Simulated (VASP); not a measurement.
# Os2C3 (P-3m1) in VASP: further runs

Runs on Os2C3. Level: r2SCAN. Tasks: single point.

All numbers are computed with VASP 6.6.1; they aren't measurements. Logs are shortened: lines on timing, memory, paths and dates and some standing lists are left out, and cuts for length are marked.

## 1. The cell of the first run

It takes space group P-3m1 (No. 164, trigonal). The conventional cell has a = 3.298 Å, b = 3.298 Å, c = 5.515 Å, α = 90.00°, β = 90.00°, γ = 120.00°. Within 2.6 Å of Os (site symmetry 3m) lie 7 C at 1.99 to 2.39 Å. C (site symmetry -3m) has 6 Os at 2.39 Å and 12 C at 2.77 to 3.30 Å within 3.3 Å. C (site symmetry 3m) has 4 Os at 1.99 to 2.06 Å and 3 C at 2.42 Å within 2.6 Å.

## 2. Single point, r2SCAN

Contents of POSCAR:

```
Os2C3
1.0
    3.2975424330      0.0000000000      0.0000000000
   -1.6487712165      2.8557555171      0.0000000000
    0.0000000000      0.0000000000      5.5146952712
Os C
2 3
Direct
    0.3333333333      0.6666666667      0.2619238530
    0.6666666667      0.3333333333      0.7380761470
    0.0000000000      0.0000000000      0.0000000000
    0.3333333333      0.6666666667      0.6360477901
    0.6666666667      0.3333333333      0.3639522099
```

Contents of INCAR.step1:

```
PREC = Accurate ; ENCUT = 520
ISMEAR = 0 ; SIGMA = 0.1
LREAL = F ; LASPH = T
NELM = 80 ; NBANDS = 22
GGA = PE ; ALGO = Normal
EDIFF = 1E-4 ; LWAVE = T
LCHARG = F
```

Contents of INCAR.step2:

```
PREC = Accurate ; ENCUT = 520
EDIFF = 1E-6 ; ISMEAR = 0
SIGMA = 0.1 ; LREAL = F
LASPH = T ; NELM = 80
ALGO = Normal ; ISIF = 2
LWAVE = F ; LCHARG = F
METAGGA = R2SCAN ; LMIXTAU = T
NBANDS = 22 ; ISTART = 1
```

Contents of KPOINTS:

```
Automatic mesh
0
Gamma
  12 12 8
```

Potentials or basis: VASP PAW PBE potentials, release 64 (Os, C).

Started as:

```console
> cat potpaw_PBE.64/Os/POTCAR potpaw_PBE.64/C/POTCAR > POTCAR
> cp INCAR.step1 INCAR
> mpirun -np 1 vasp_std > vasp.out
> cp INCAR.step2 INCAR
> mpirun -np 1 vasp_std > vasp.out
```

OUTCAR:

```text
PREC = Accurate
   ENCUT = 520
   EDIFF = 1E-6
   ISMEAR = 0
   LREAL = F
   LASPH = T
   NELM = 80
   ISIF = 2
   METAGGA = R2SCAN
   ISTART = 1

 ion  position               nearest neighbor table
   1  0.333  0.667  0.262-   5 1.99   5 1.99   5 1.99   4 2.06   3 2.39   3 2.39   3 2.39   2 3.24
                             2 3.24   2 3.24
   2  0.667  0.333  0.738-   4 1.99   4 1.99   4 1.99   5 2.06   3 2.39   3 2.39   3 2.39   1 3.24
                             1 3.24   1 3.24
   3  0.000  0.000  0.000-   1 2.39   2 2.39   2 2.39   1 2.39   2 2.39   1 2.39
   4  0.333  0.667  0.636-   2 1.99   2 1.99   2 1.99   1 2.06
   5  0.667  0.333  0.364-   1 1.99   1 1.99   1 1.99   2 2.06

  LATTYP: Found a hexagonal cell.
 ALAT       =     3.2975424330
 C/A-ratio  =     1.6723652184

  Lattice vectors:

 A1 = (   3.2975424330,   0.0000000000,   0.0000000000)
 A2 = (  -1.6487712165,   2.8557555171,   0.0000000000)
 A3 = (   0.0000000000,   0.0000000000,   5.5146952712)

Analysis of symmetry for initial positions (statically):
=====================================================================
 Subroutine PRICEL returns:
 Original cell was already a primitive cell.

 Routine SETGRP: Setting up the symmetry group for a
 hexagonal supercell.

 Subroutine GETGRP returns: Found 12 space group operations
 (whereof 12 operations were pure point group operations)
 out of a pool of 24 trial point group operations.

The static configuration has the point symmetry D_3d.

Analysis of symmetry for dynamics (positions and initial velocities):
=====================================================================
 Subroutine PRICEL returns:
 Original cell was already a primitive cell.

 Routine SETGRP: Setting up the symmetry group for a
 hexagonal supercell.

 Subroutine GETGRP returns: Found 12 space group operations
 (whereof 12 operations were pure point group operations)
 out of a pool of 24 trial point group operations.

The dynamic configuration has the point symmetry D_3d.

 Subroutine INISYM returns: Found 12 space group operations
 (whereof 12 operations are pure point group operations),
 and found     1 'primitive' translations

----------------------------------------------------------------------------------------

                                     Primitive cell

  volume of cell :      51.9317

  direct lattice vectors                    reciprocal lattice vectors
     3.297542433  0.000000000  0.000000000     0.303256143  0.175085016  0.000000000
    -1.648771216  2.855755517  0.000000000     0.000000000  0.350170032  0.000000000
     0.000000000  0.000000000  5.514695271     0.000000000  0.000000000  0.181333682

  length of vectors
     3.297542433  3.297542433  5.514695271     0.350170032  0.350170032  0.181333682

  position of ions in fractional coordinates (direct lattice)
     0.333333333  0.666666667  0.261923853
     0.666666667  0.333333333  0.738076147
     0.000000000  0.000000000  0.000000000
     0.333333333  0.666666667  0.636047790
     0.666666667  0.333333333  0.363952210

  ion indices of the primitive-cell ions
   primitive index   ion index
                 1           1
                 2           2
                 3           3
                 4           4
                 5           5

----------------------------------------------------------------------------------------

 KPOINTS: Automatic mesh

Automatic generation of k-mesh.
 Grid dimensions read from file:
 generate k-points for:   12   12    8

 Generating k-lattice:

  Cartesian coordinates                     Fractional coordinates (reciprocal lattice)
     0.025271345  0.014590418  0.000000000     0.083333333 -0.000000000  0.000000000
     0.000000000  0.029180836  0.000000000     0.000000000  0.083333333  0.000000000
     0.000000000  0.000000000  0.022666710     0.000000000  0.000000000  0.125000000

  Length of vectors
     0.029180836  0.029180836  0.022666710

  Shift w.r.t. Gamma in fractional coordinates (k-lattice)
     0.000000000  0.000000000  0.000000000

 Subroutine IBZKPT returns following result:
 ===========================================

 Found    131 irreducible k-points:

 Following reciprocal coordinates:
            Coordinates               Weight
  0.000000  0.000000  0.000000      1.000000
  0.083333  0.000000  0.000000      6.000000
  0.166667 -0.000000  0.000000      6.000000
  0.250000  0.000000  0.000000      6.000000
  0.333333  0.000000  0.000000      6.000000
  0.416667 -0.000000  0.000000      6.000000
[... 16 lines left out ...]
  0.166667 -0.000000  0.125000      6.000000
  0.000000  0.166667  0.125000      6.000000
 [... further k-points ...]
   k-points           NKPTS =    131   k-points in BZ     NKDIM =    131   number of bands    NBANDS=     22
   number of dos      NEDOS =    301   number of ions     NIONS =      5
   total plane-waves  NPLWV =  32928
   dimension x,y,z NGX =    28 NGY =   28 NGZ =   42
   dimension x,y,z NGXF=    56 NGYF=   56 NGZF=   84
   ions per type =               2   3
   NGX,Y,Z   is equivalent  to a cutoff of  14.12, 14.12, 12.66 a.u.
   NGXF,Y,Z  is equivalent  to a cutoff of  28.23, 28.23, 25.32 a.u.
 SYSTEM =  unknown system
   PREC   = accura    normal or accurate (medium, high low for compatibility)
   ISTART =      1    job   : 0-new  1-cont  2-samecut
   ICHARG =      0    charge: 1-file 2-atom 10-const
   ISPIN  =      1    spin polarized calculation?
   LNONCOLLINEAR =      F non collinear calculations
   LSORBIT =      F    spin-orbit coupling
   LASPH  =      T    aspherical Exc in radial PAW
   ENCUT  =  520.0 eV  38.22 Ry    6.18 a.u.   6.13  6.13 10.25*2*pi/ulx,y,z
   NELM   =     80;   NELMIN=  2; NELMDL=  0     # of ELM steps
   EDIFF  = 0.1E-05   stopping-criterion for ELM
   LREAL  =      F    real-space projection
   EDIFFG = 0.1E-04   stopping-criterion for IOM
   NSW    =      0    number of steps for IOM
   IBRION =     -1    ionic relax: 0-MD 1-quasi-New 2-CG
   NFREE  =      0    steps in history (QN), initial steepest desc. (CG)
   ISIF   =      2    stress and relaxation
   ISYM   =      2    0-nonsym 1-usesym 2-fastsym
   POTIM  = 0.5000    time-step for ionic-motion
   TEBEG  =    0.0;   TEEND  =   0.0 temperature during run
   PSTRESS=    0.0 pullay stress
   NELECT =      28.0000    total number of electrons
   NUPDOWN=      -1.0000    fix difference up-down
   EMIN   =  10.00;   EMAX   =-10.00  energy-range for DOS
   EFERMI =   0.00;   METHOD = LEGACY
   ISMEAR =     0;   SIGMA  =   0.10  broadening in eV -4-tet -1-fermi 0-gaus
   EFERMI_NEDOS =   21; number of points for ismear=-14 and -15
   IALGO  =     38    algorithm
   IMIX   =      4    mixing-type and parameters
     AMIX     =   0.40;   BMIX     =  1.00
     AMIX_MAG =   1.60;   BMIX_MAG =  1.00
  volume/ion in A,a.u.               =      10.39        70.09
  Fermi-wavevector in a.u.,A,eV,Ry     =   1.332447  2.517959 24.155979  1.775414
  Thomas-Fermi vector in A             =   2.461381
   LORBIT       =      0    0 simple, 1 ext, 2 COOP (PROOUT), +10 PAW based schemes
   METAGGA = R2SCAN    functional components
   LHFCALC =     F    Hartree Fock is set to
   AEXX    =    0.0000 exact exchange contribution
   IVDW    =     0    specifies the selected vdW correction
   LEPSILON=     F    determine dielectric tensor
   LRPA    =     F    only Hartree local field effects (RPA)
 non-spin polarized calculation
 Gauss-broadening in eV      SIGMA  =   0.10
  energy-cutoff  :      520.00
  volume of cell :       51.93
 maximum number of plane-waves:      1422
 NGX is ok and might be reduce to    28
   NGX = 13   NGY = 13   NGZ = 21

 number of electron      28.0000002 magnetization

 Free energy of the ion-electron system (eV)
  ---------------------------------------------------
  ext. energy  EPLUGINS =         0.00000000
  ---------------------------------------------------
  free energy    TOTEN  =      -128.50485254 eV

  energy without entropy =     -128.49417979  energy(sigma->0) =     -128.49951617

 E-fermi :   7.8283     XC(G=0): -13.8531

 val. band max:        7.8239099612   @ k =   0.2500   0.0833   0.2500
 cond. band min:       7.8286827243   @ k =   0.3333   0.1667   0.2500
 fundamental gap:      0.0047727631
 Fermi energy:         7.8283371809

 k-point     1 :       0.0000    0.0000    0.0000
  band No.  band energies     occupation
      1      -8.3232      2.00000
      2      -5.0828      2.00000
      3      -3.4555      2.00000
      4       0.7408      2.00000
      5       0.7408      2.00000
      6       1.0733      2.00000
[... 14 lines left out ...]
     21      15.9105      0.00000
     22      15.9105      0.00000

 k-point     2 :       0.0833    0.0000    0.0000
  band No.  band energies     occupation
      1      -8.1955      2.00000
      2      -4.9863      2.00000
      3      -3.4946      2.00000
      4       0.5247      2.00000
      5       0.7916      2.00000
      6       0.9626      2.00000
[... 14 lines left out ...]
     21      15.7633      0.00000
     22      15.8233      0.00000

 k-point     3 :       0.1667   -0.0000    0.0000
  band No.  band energies     occupation
      1      -7.8277      2.00000
      2      -4.7429      2.00000
      3      -3.5894      2.00000
      4       0.0830      2.00000
      5       0.9069      2.00000
      6       0.9282      2.00000
[... 14 lines left out ...]
     21      15.2534      0.00000
     22      15.4734      0.00000
[... 476 lines left out ...]
 k-point    23 :       0.1667   -0.0000    0.1250
  band No.  band energies     occupation
      1      -7.7584      2.00000
      2      -4.9649      2.00000
      3      -3.4471      2.00000
      4       0.0581      2.00000
      5       0.8321      2.00000
      6       1.0533      2.00000
[... 14 lines left out ...]
     21      15.1285      0.00000
     22      15.5407      0.00000

 k-point    24 :       0.0000    0.1667    0.1250
  band No.  band energies     occupation
      1      -7.7682      2.00000
      2      -4.9157      2.00000
      3      -3.4989      2.00000
      4       0.1429      2.00000
      5       0.7941      2.00000
      6       0.8832      2.00000
[... 14 lines left out ...]
     21      15.2142      0.00000
     22      15.2997      0.00000

 [... further k-points ...]

------------------------ aborting loop because EDIFF is reached ----------------------------------------

  FORCE on cell =-STRESS in cart. coord.  units (eV):
  Direction    XX          YY          ZZ          XY          YZ          ZX
  --------------------------------------------------------------------------------------
  -------------------------------------------------------------------------------------
  Total        1.0837288      1.0837288      1.0075841      0.0000000      0.0000000     -0.0000000
  in kB       33.4347638     33.4347638     31.0855791      0.0000000      0.0000000     -0.0000000
  external PRESSURE =      32.6517023 kB  Pullay stress =       0.0000000 kB

 VOLUME and BASIS-vectors are now :
 -----------------------------------------------------------------------------
  energy-cutoff  :      520.00
  volume of cell :       51.93
      direct lattice vectors                 reciprocal lattice vectors
     3.297542433  0.000000000  0.000000000     0.303256143  0.175085016  0.000000000
    -1.648771216  2.855755517  0.000000000     0.000000000  0.350170032  0.000000000
     0.000000000  0.000000000  5.514695271     0.000000000  0.000000000  0.181333682

 POSITION                                       TOTAL-FORCE (eV/Angst)
 -----------------------------------------------------------------------------------
     -0.00000      1.90384      1.44443         0.000000     -0.000000     -0.226651
      1.64877      0.95192      4.07027        -0.000000      0.000000      0.226651
      0.00000      0.00000      0.00000         0.000000      0.000000      0.000000
     -0.00000      1.90384      3.50761        -0.000000      0.000000     -0.030887
      1.64877      0.95192      2.00709         0.000000     -0.000000      0.030887
 -----------------------------------------------------------------------------------
    total drift:                               -0.000000     -0.000000     -0.000000

  FREE ENERGIE OF THE ION-ELECTRON SYSTEM (eV)
  ---------------------------------------------------
  free  energy   TOTEN  =      -128.5048525450 eV

  energy  without entropy=     -128.4941797865  energy(sigma->0) =     -128.49951617
```

It took 5.4 min on 1 thread of Intel Xeon Platinum 8488C (Sapphire Rapids), shared host; peak memory 0.28 GiB.

Results:

```yaml
Free_energy: -128.5049 eV
Pressure: 3.3 GPa
Largest_force: 0.227 eV/Å
Band_gap_on_the_k_mesh: zero (bands 14 and 15 overlap by 1.42 eV)
```

Forces in eV/Å, atoms in the order of the input:
```
Os   0.000  0.000 -0.227
Os   0.000  0.000  0.227
C    0.000  0.000  0.000
C    0.000  0.000 -0.031
C    0.000  0.000  0.031
```

Stress tensor (GPa, compression positive):
```
3.34 0.00 0.00
0.00 3.34 0.00
0.00 0.00 3.11
```

Caveat: the cell stands under pressure; the PAW data sets were made with another functional, which shifts forces and pressure a little; spin-orbit coupling is left out, which moves the levels of the heavy elements.

## 3. Single point, r2SCAN

This run uses another cell than the first one, of 9.65 Å³/atom.

Contents of POSCAR:

```
Os2C3
1.0
    3.2958544583      0.0000000000      0.0000000000
   -1.6479272291      2.8542936880      0.0000000000
    0.0000000000      0.0000000000      5.1278141698
Os C
2 3
Direct
    0.3333333333      0.6666666667      0.2450000000
    0.6666666667      0.3333333333      0.7550000000
    0.0000000000      0.0000000000      0.0000000000
    0.3333333333      0.6666666667      0.6450000000
    0.6666666667      0.3333333333      0.3550000000
```

Contents of INCAR.step1:

```
PREC     = Accurate       # precision mode
ENCUT    = 660            # plane-wave cutoff, eV
ISMEAR   = 0              # smearing method
SIGMA    = 0.1            # smearing width, eV
LREAL    = F              # projectors in reciprocal space
LASPH    = T              # aspherical terms in the spheres
NELM     = 120            # most SCF steps
NBANDS   = 30             # bands
GGA      = PE             # functional
ALGO     = Normal         # electronic algorithm
EDIFF    = 1E-5           # SCF threshold, eV
LWAVE    = T              # write WAVECAR
LCHARG   = F              # write CHGCAR
GGA_COMPAT= F
```

Contents of INCAR.step2:

```
PREC     = Accurate       # precision mode
ENCUT    = 660            # plane-wave cutoff, eV
EDIFF    = 1E-6           # SCF threshold, eV
ISMEAR   = 0              # smearing method
SIGMA    = 0.1            # smearing width, eV
LREAL    = F              # projectors in reciprocal space
LASPH    = T              # aspherical terms in the spheres
NELM     = 120            # most SCF steps
ALGO     = Normal         # electronic algorithm
ISIF     = 2              # what is computed and relaxed
LWAVE    = F              # write WAVECAR
LCHARG   = F              # write CHGCAR
METAGGA  = R2SCAN         # meta-GGA
LMIXTAU  = T            
NBANDS   = 30             # bands
ISTART   = 1            
GGA_COMPAT= F
```

Contents of KPOINTS:

```
Automatic mesh
0
Gamma
  6 6 4
```

Potentials or basis: VASP PAW PBE potentials, release 64 (Os_sv_GW, C).

Started as:

```console
> cat potpaw_PBE.64/Os_sv_GW/POTCAR potpaw_PBE.64/C/POTCAR > POTCAR
> cp INCAR.step1 INCAR
> mpirun -np 1 vasp_std > vasp.out
> cp INCAR.step2 INCAR
> mpirun -np 1 vasp_std > vasp.out
```

OUTCAR:

```text
PREC = Accurate
   ENCUT = 660
   EDIFF = 1E-6
   ISMEAR = 0
   LREAL = F
   LASPH = T
   NELM = 120
   ISIF = 2
   METAGGA = R2SCAN
   ISTART = 1

 ion  position               nearest neighbor table
   1  0.333  0.667  0.245-   5 1.98   5 1.98   5 1.98   4 2.05   3 2.28   3 2.28   3 2.28   2 3.15
                             2 3.15   2 3.15   2 3.23   2 3.23   2 3.23
   2  0.667  0.333  0.755-   4 1.98   4 1.98   4 1.98   5 2.05   3 2.28   3 2.28   3 2.28   1 3.15
                             1 3.15   1 3.15   1 3.23   1 3.23   1 3.23
[... 997 lines left out ...]
  -------------------------------------------------------------------------------------
  Total        4.9710713      4.9710713      6.5335488      0.0000000      0.0000000      0.0000000
  in kB      165.1055287    165.1055287    217.0005131      0.0000000      0.0000000      0.0000000
  external PRESSURE =     182.4038569 kB  Pullay stress =       0.0000000 kB

 VOLUME and BASIS-vectors are now :
 -----------------------------------------------------------------------------
  energy-cutoff  :      660.00
  volume of cell :       48.24
      direct lattice vectors                 reciprocal lattice vectors
     3.295854458  0.000000000  0.000000000     0.303411456  0.175174686  0.000000000
    -1.647927229  2.854293688  0.000000000     0.000000000  0.350349372  0.000000000
     0.000000000  0.000000000  5.127814170     0.000000000  0.000000000  0.195014867

 POSITION                                       TOTAL-FORCE (eV/Angst)
 -----------------------------------------------------------------------------------
     -0.00000      1.90286      1.25631        -0.000000      0.000000      1.561383
      1.64793      0.95143      3.87150         0.000000     -0.000000     -1.561383
      0.00000      0.00000      0.00000         0.000000      0.000000      0.000000
     -0.00000      1.90286      3.30744         0.000000      0.000000     -1.103279
      1.64793      0.95143      1.82037         0.000000      0.000000      1.103279
 -----------------------------------------------------------------------------------
    total drift:                                0.000000     -0.000000      0.000000

  FREE ENERGIE OF THE ION-ELECTRON SYSTEM (eV)
  ---------------------------------------------------
  free  energy   TOTEN  =      -130.4396103869 eV

  energy  without entropy=     -130.4235847526  energy(sigma->0) =     -130.43159757
```

OUTCAR.step1:

```text
PREC = Accurate
   ENCUT = 660
   ISMEAR = 0
   LREAL = F
[... 1024 lines left out ...]
      1.64793      0.95143      3.87150         0.000000      0.000000     -1.090724
      0.00000      0.00000      0.00000         0.000000      0.000000      0.000000
     -0.00000      1.90286      3.30744        -0.000000      0.000000     -1.127446
      1.64793      0.95143      1.82037         0.000000      0.000000      1.127446
 -----------------------------------------------------------------------------------
    total drift:                                0.000000     -0.000000      0.000000

  FREE ENERGIE OF THE ION-ELECTRON SYSTEM (eV)
  ---------------------------------------------------
  free  energy   TOTEN  =       -44.8483893174 eV

  energy  without entropy=      -44.8314351083  energy(sigma->0) =      -44.83991221
```

It took 2.4 min on 1 thread of AMD EPYC 7R13 (Zen 3), shared host; peak memory 0.19 GiB.

What came out:

```
Free energy            : -130.4396 eV
Pressure               : 18.2 GPa
Largest force          : 1.561 eV/Å
Band gap on the k mesh : zero (bands 22 and 23 overlap by 1.19 eV)
```

Forces in eV/Å, atoms in the order of the input:
```
Os   0.000  0.000  1.561
Os   0.000  0.000 -1.561
C    0.000  0.000  0.000
C    0.000  0.000 -1.103
C    0.000  0.000  1.103
```

Stress tensor (GPa, compression positive):
```
16.51  0.00  0.00
 0.00 16.51  0.00
 0.00  0.00 21.70
```

Caveat: the k points lie up to 0.37 Å⁻¹ apart, too coarse for converged energies and pressures of a metal; the PAW data sets were made with another functional, which shifts forces and pressure a little; spin-orbit coupling is left out, which moves the levels of the heavy elements.
